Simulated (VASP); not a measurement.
**Cu: single point with PBE**

The system is Cu.

```
Cu
1.0
    -0.01808    1.80750    1.80750
     1.80750   -0.01808    1.80750
     1.78943    1.78943    0.00000
Cu
1
Direct
  0.00000 0.00000 0.00000
```

This cell differs from its parent crystal: xy shear strain of -2 %.

| Quantity | Value |
| --- | --- |
| Program | VASP 6.6.1 |
| Task | single point |
| Functional | PBE |
| Potentials or basis | VASP PAW PBE potentials, release 64 (Cu) |
| Cutoff | 520 eV |
| k mesh | 19 × 19 × 19 |
| Occupations | fermi-dirac, width 0.08 eV |
| Spin | no spin polarisation |

* Pressure: 2.3 GPa

Stress tensor (GPa, compression positive):
```
2.38 1.51 0.00
1.51 2.38 0.00
0.00 0.00 2.20
```

Levels at points of the mesh, in eV from the Fermi level:
```
           k point  band 3  band 4  band 5  band 6  band 7  band 8  band 9  band 10
(0.00, 0.00, 0.00)   -3.08   -3.02   -2.25   -2.25   22.50   24.71   25.26    25.70
```

Run time: 2.2 min on 1 thread of Intel(R) Xeon(R) Platinum 8488C (Sapphire Rapids), with other jobs on the host, peak memory 0.24 GiB.

Caveat: the cell differs from its parent crystal (xy shear strain of -2 %).
